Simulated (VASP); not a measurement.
# PdPt (R-3m) in VASP: a series of runs

PdPt is run at these levels: LDA; tasks: single point.

All numbers are computed with VASP 6.6.1; they aren't measurements. Logs are shortened: lines on timing, memory, paths and dates and some standing lists are left out, and cuts for length are marked.

**1. The cell of the first run**

The structure is trigonal, space group R-3m (No. 166). The conventional cell has a = 2.677 Å, b = 2.677 Å, c = 13.154 Å, α = 90.00°, β = 90.00°, γ = 120.00°. Within 3.5 Å of Pd (site symmetry -3m) lie 6 Pd at 2.68 Å and 6 Pt at 2.68 Å. Pt (site symmetry -3m) has 6 Pt at 2.68 Å and 6 Pd at 2.68 Å within 3.5 Å.

**2. Single point, LDA**

The input, INCAR:

```
SYSTEM = PdPt
PREC = Accurate
ENCUT = 520
EDIFF = 1E-7
ISMEAR = -1
SIGMA = 0.05
LREAL = .FALSE.
LASPH = .TRUE.
NELM = 100
ALGO = Normal
ISIF = 2
LWAVE = .FALSE.
LCHARG = .FALSE.
NBANDS = 17
```

The input, KPOINTS:

```
regular mesh
0
G
  15 15 15
  0 0 0
```

The input, POSCAR:

```
PdPt
1.0
    1.3384581199      0.7727591558      4.3845908709
   -1.3384581199      0.7727591558      4.3845908709
    0.0000000000     -1.5455183116      4.3845908709
Pd Pt
1 1
Direct
    0.0000000000      0.0000000000      0.0000000000
    0.5000000000      0.5000000000      0.5000000000
```

Potentials or basis: VASP PAW LDA potentials, release 64 (Pd, Pt).

On the command line:

```sh
$ cat potpaw_LDA.64/Pd/POTCAR potpaw_LDA.64/Pt/POTCAR > POTCAR
$ mpirun -np 1 vasp_std > vasp.out
```

OUTCAR:

```text
SYSTEM = PdPt
   PREC = Accurate
   ENCUT = 520
   EDIFF = 1E-7
   ISMEAR = -1
   LREAL = .FALSE.
   LASPH = .TRUE.
   NELM = 100
   ISIF = 2

 ion  position               nearest neighbor table
   1  0.000  0.000  0.000-   2 2.68   2 2.68   2 2.68   2 2.68   2 2.68   2 2.68
   2  0.500  0.500  0.500-   1 2.68   1 2.68   1 2.68   1 2.68   1 2.68   1 2.68

  LATTYP: Found a trigonal (rhomboedric) cell.
 ALAT       =     4.6490067710
 COS(alpha) =     0.8342249331

  Lattice vectors:

 A1 = (   1.3384581199,   0.7727591558,   4.3845908709)
 A2 = (  -1.3384581199,   0.7727591558,   4.3845908709)
 A3 = (   0.0000000000,  -1.5455183116,   4.3845908709)

Analysis of symmetry for initial positions (statically):
=====================================================================
 Subroutine PRICEL returns:
 Original cell was already a primitive cell.

 Routine SETGRP: Setting up the symmetry group for a
 trigonal (rhombohedral) supercell.

 Subroutine GETGRP returns: Found 12 space group operations
 (whereof 12 operations were pure point group operations)
 out of a pool of 12 trial point group operations.

The static configuration has the point symmetry D_3d.

Analysis of symmetry for dynamics (positions and initial velocities):
=====================================================================
 Subroutine PRICEL returns:
 Original cell was already a primitive cell.

 Routine SETGRP: Setting up the symmetry group for a
 trigonal (rhombohedral) supercell.

 Subroutine GETGRP returns: Found 12 space group operations
 (whereof 12 operations were pure point group operations)
 out of a pool of 12 trial point group operations.

The dynamic configuration has the point symmetry D_3d.

 Subroutine INISYM returns: Found 12 space group operations
 (whereof 12 operations are pure point group operations),
 and found     1 'primitive' translations

----------------------------------------------------------------------------------------

                                     Primitive cell

  volume of cell :      27.2100

  direct lattice vectors                    reciprocal lattice vectors
     1.338458120  0.772759156  4.384590871     0.373564173  0.215677376  0.076023817
    -1.338458120  0.772759156  4.384590871    -0.373564173  0.215677376  0.076023817
     0.000000000 -1.545518312  4.384590871     0.000000000 -0.431354751  0.076023817

  length of vectors
     4.649006771  4.649006771  4.649006771     0.438002902  0.438002902  0.438002902
[... 79 lines left out ...]
   ENCUT  =  520.0 eV  38.22 Ry    6.18 a.u.   8.64  8.64  8.64*2*pi/ulx,y,z
   NELM   =    100;   NELMIN=  2; NELMDL= -5     # of ELM steps
   EDIFF  = 0.1E-06   stopping-criterion for ELM
   LREAL  =      F    real-space projection
   EDIFFG = 0.1E-05   stopping-criterion for IOM
   NSW    =      0    number of steps for IOM
   IBRION =     -1    ionic relax: 0-MD 1-quasi-New 2-CG
   NFREE  =      0    steps in history (QN), initial steepest desc. (CG)
   ISIF   =      2    stress and relaxation
   ISYM   =      2    0-nonsym 1-usesym 2-fastsym
   POTIM  = 0.5000    time-step for ionic-motion
   TEBEG  =    0.0;   TEEND  =   0.0 temperature during run
   PSTRESS=    0.0 pullay stress
   NELECT =      20.0000    total number of electrons
   NUPDOWN=      -1.0000    fix difference up-down
   EMIN   =  10.00;   EMAX   =-10.00  energy-range for DOS
   EFERMI =   0.00;   METHOD = LEGACY
   ISMEAR =    -1;   SIGMA  =   0.05  broadening in eV -4-tet -1-fermi 0-gaus
   EFERMI_NEDOS =   21; number of points for ismear=-14 and -15
   IALGO  =     38    algorithm
   IMIX   =      4    mixing-type and parameters
     AMIX     =   0.40;   BMIX     =  1.00
     AMIX_MAG =   1.60;   BMIX_MAG =  1.00
  volume/ion in A,a.u.               =      13.61        91.81
  Fermi-wavevector in a.u.,A,eV,Ry     =   1.477435  2.791947 29.698993  2.182814
  Thomas-Fermi vector in A             =   2.591839
   LORBIT       =      0    0 simple, 1 ext, 2 COOP (PROOUT), +10 PAW based schemes
   GGA     = CA    functional components
   LHFCALC =     F    Hartree Fock is set to
   AEXX    =    0.0000 exact exchange contribution
   IVDW    =     0    specifies the selected vdW correction
   LEPSILON=     F    determine dielectric tensor
   LRPA    =     F    only Hartree local field effects (RPA)
 non-spin polarized calculation
  energy-cutoff  :      520.00
  volume of cell :       27.21
 maximum number of plane-waves:       749
   NGX = 17   NGY = 17   NGZ = 17

 number of electron      20.0000001 magnetization

 Free energy of the ion-electron system (eV)
  ---------------------------------------------------
  ext. energy  EPLUGINS =         0.00000000
  ---------------------------------------------------
  free energy    TOTEN  =       -14.00645913 eV

  energy without entropy =      -13.97924337  energy(sigma->0) =      -13.99285125

 E-fermi :  12.1336     XC(G=0): -14.1606

 val. band max:       12.1322629648   @ k =   0.0667   0.0667   0.0667
 cond. band min:      12.1347864216   @ k =  -0.4000   0.2000   0.2000
 fundamental gap:      0.0025234568
 Fermi energy:        12.1335883621

 k-point     1 :       0.0000    0.0000    0.0000
  band No.  band energies     occupation
      1       2.1586      2.00000
      2       5.0841      2.00000
      3       7.9485      2.00000
      4       7.9485      2.00000
      5       8.3158      2.00000
      6       8.5365      2.00000
[... 457 lines left out ...]
      4       7.9152      2.00000
      5       8.6623      2.00000
      6       8.7267      2.00000
[... 9 lines left out ...]
     16      29.5119      0.00000
     17      29.8646      0.00000

 [... further k-points ...]

------------------------ aborting loop because EDIFF is reached ----------------------------------------

  FORCE on cell =-STRESS in cart. coord.  units (eV):
  Direction    XX          YY          ZZ          XY          YZ          ZX
  --------------------------------------------------------------------------------------
  -------------------------------------------------------------------------------------
  Total        3.2329904      3.2329904      3.1943132      0.0000000      0.0000000      0.0000000
  in kB      190.3643945    190.3643945    188.0870098      0.0000000      0.0000000      0.0000000
  external PRESSURE =     189.6052663 kB  Pullay stress =       0.0000000 kB

 VOLUME and BASIS-vectors are now :
 -----------------------------------------------------------------------------
  energy-cutoff  :      520.00
  volume of cell :       27.21
      direct lattice vectors                 reciprocal lattice vectors
     1.338458120  0.772759156  4.384590871     0.373564173  0.215677376  0.076023817
    -1.338458120  0.772759156  4.384590871    -0.373564173  0.215677376  0.076023817
     0.000000000 -1.545518312  4.384590871     0.000000000 -0.431354751  0.076023817

 POSITION                                       TOTAL-FORCE (eV/Angst)
 -----------------------------------------------------------------------------------
      0.00000      0.00000      0.00000        -0.000000      0.000000     -0.000000
      0.00000      0.00000      6.57689         0.000000      0.000000      0.000000
 -----------------------------------------------------------------------------------
    total drift:                                0.000000     -0.000000      0.000000

  FREE ENERGIE OF THE ION-ELECTRON SYSTEM (eV)
  ---------------------------------------------------
  free  energy   TOTEN  =       -14.0064591314 eV

  energy  without entropy=      -13.9792433745  energy(sigma->0) =      -13.99285125
```

It took 3.1 min on 1 thread of Intel Xeon Platinum 8488C (Sapphire Rapids), shared host; peak memory 0.31 GiB.

What came out:

```
Free energy            : -14.0065 eV
Pressure               : 19.0 GPa
Band gap on the k mesh : zero (bands 10 and 11 overlap by 1.78 eV)
```

Stress tensor (GPa, compression positive):
```
19.04  0.00  0.00
 0.00 19.04  0.00
 0.00  0.00 18.81
```

Levels at points of the mesh, in eV from the Fermi level:
```csv
k point,band 6,band 7,band 8,band 9,band 10,band 11,band 12,band 13,band 14,band 15
"(0.00, 0.00, 0.00)",-3.60,-3.60,-1.63,-1.63,-0.08,0.04,0.04,7.37,14.81,15.97
```

Caveat: the cell stands under pressure; spin-orbit coupling is left out, which moves the levels of the heavy elements.

**3. Single point, LDA (13.61 Å³/atom)**

The input, INCAR:

```
PREC     = Accurate       # precision mode
ENCUT    = 520            # plane-wave cutoff, eV
EDIFF    = 1E-7           # SCF threshold, eV
ISMEAR   = -1             # smearing method
SIGMA    = 0.05           # smearing width, eV
LREAL    = False          # projectors in reciprocal space
LASPH    = True           # aspherical terms in the spheres
NELM     = 60             # most SCF steps
ALGO     = Normal         # electronic algorithm
ISIF     = 2              # what is computed and relaxed
LWAVE    = False          # write WAVECAR
LCHARG   = False          # write CHGCAR
GGA      = CA             # functional
NBANDS   = 17             # bands
```

The input, KPOINTS:

```
Automatic mesh
0
Gamma
  15 15 15
```

POSCAR is that of step 2.

Potentials or basis: VASP PAW LDA potentials, release 64 (Pd, Pt).

On the command line:

```sh
$ cat potpaw_LDA.64/Pd/POTCAR potpaw_LDA.64/Pt/POTCAR > POTCAR
$ mpirun -np 1 vasp_std > vasp.out
```

Wall time 3 min (1 thread of Intel Xeon Platinum 8488C (Sapphire Rapids), shared host); peak memory 0.31 GiB.

It converged, with:

| Quantity | Value |
| --- | --- |
| Free energy | -14.0065 eV |
| Pressure | 19.0 GPa |
| Band gap on the k mesh | zero (bands 10 and 11 overlap by 1.78 eV) |

Stress tensor (GPa, compression positive):
```
19.04  0.00  0.00
 0.00 19.04  0.00
 0.00  0.00 18.81
```

Levels at points of the mesh, in eV from the Fermi level:
| k point | band 6 | band 7 | band 8 | band 9 | band 10 | band 11 | band 12 | band 13 | band 14 | band 15 |
| --- | --- | --- | --- | --- | --- | --- | --- | --- | --- | --- |
| (0.00, 0.00, 0.00) | -3.60 | -3.60 | -1.63 | -1.63 | -0.08 | 0.04 | 0.04 | 7.37 | 14.81 | 15.97 |

Caveat: the cell stands under pressure; spin-orbit coupling is left out, which moves the levels of the heavy elements.

**4. Single point, LDA**

This run uses another cell than the first one, of 15.12 Å³/atom.

The input, INCAR:

```
SYSTEM = PdPt
PREC = Accurate
ENCUT = 520
EDIFF = 1E-7
ISMEAR = -1
SIGMA = 0.05
LREAL = .FALSE.
LASPH = .TRUE.
NELM = 100
ALGO = Normal
ISIF = 2
LWAVE = .FALSE.
LCHARG = .FALSE.
NBANDS = 17
```

The input, KPOINTS:

```
Automatic mesh
0
G
  15 15 15
  0 0 0
```

The input, POSCAR:

```
PdPt
1.0
    1.3841154119      0.7991194057      4.5556623728
   -1.3841154119      0.7991194057      4.5556623728
    0.0000000000     -1.5982388113      4.5556623728
Pd Pt
1 1
Direct
    0.0000000000      0.0000000000      0.0000000000
    0.5000000000      0.5000000000      0.5000000000
```

On the command line:

```sh
$ cat potpaw_LDA.64/Pd/POTCAR potpaw_LDA.64/Pt/POTCAR > POTCAR
$ mpirun -np 1 vasp_std > vasp.out
```

Wall time 3.2 min (1 thread of Intel Xeon Platinum 8488C (Sapphire Rapids), shared host); peak memory 0.32 GiB.

Results (log left out):

| Quantity | Value |
| --- | --- |
| Free energy | -14.0557 eV |
| Pressure | -10.7 GPa |
| Band gap on the k mesh | zero (bands 10 and 11 overlap by 1.48 eV) |

Stress tensor (GPa, compression positive):
```
-10.62   0.00   0.00
  0.00 -10.62   0.00
  0.00   0.00 -10.79
```

Levels at points of the mesh, in eV from the Fermi level:
| k point | band 6 | band 7 | band 8 | band 9 | band 10 | band 11 | band 12 | band 13 | band 14 | band 15 |
| --- | --- | --- | --- | --- | --- | --- | --- | --- | --- | --- |
| (0.00, 0.00, 0.00) | -3.01 | -3.01 | -1.37 | -1.37 | 0.01 | 0.01 | 0.22 | 6.43 | 15.07 | 16.11 |

Caveat: the cell stands under tension; spin-orbit coupling is left out, which moves the levels of the heavy elements.
